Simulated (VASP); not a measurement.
Set up this calculation in VASP 6.6.1, as the native input.

```
Task                   : single point
Functional             : PBE
Potentials or basis    : VASP PAW PBE potentials, release 64 (Ti_sv)
Cutoff                 : 520 eV
k mesh                 : 12 × 12 × 7
Occupations            : gaussian, width 0.3 eV
Spin                   : no spin polarisation
Dipole correction      : no
Further INCAR settings : ALGO = Normal; EDIFF = 1e-06; NBANDS = 19
```

The structure of Ti lies in POSCAR:

```
Ti
1.0
    2.9390756844      0.0000000000      0.0000000000
   -1.4695378422      2.5453142064      0.0000000000
    0.0000000000      0.0000000000      4.6559893251
Ti
2
Direct
    0.3333333333      0.6666666667      0.2500000000
    0.6666666667      0.3333333333      0.7500000000
```

These files were run (other wordings do the same):

INCAR

```
  PREC = Accurate
  ENCUT = 520
  EDIFF = 1E-6
  ISMEAR = 0
  SIGMA = 0.3
  LREAL = F
  LASPH = T
  NELM = 60
  ALGO = Normal
  ISIF = 2
  LWAVE = F
  LCHARG = T
  GGA = PE
  LELF = T
  LVHAR = T
  NBANDS = 19
```

KPOINTS

```
Automatic mesh
0
Gamma
  12 12 7
```

Potentials or basis: VASP PAW PBE potentials, release 64 (Ti_sv).

Command:

```console
$ cat potpaw_PBE.64/Ti_sv/POTCAR > POTCAR
$ mpirun -np 1 vasp_std > vasp.out
```

Results of the run:

The pressure is -0.2 GPa. The band gap on the k mesh is zero (band 12 reaches 9.08 eV, above the bottom of band 13 at 8.01 eV).

It took 67 s on 1 thread of Intel(R) Xeon(R) Platinum 8175M CPU @ 2.50GHz (Skylake/Cascade Lake), with other jobs on the host, peak memory 0.17 GiB.
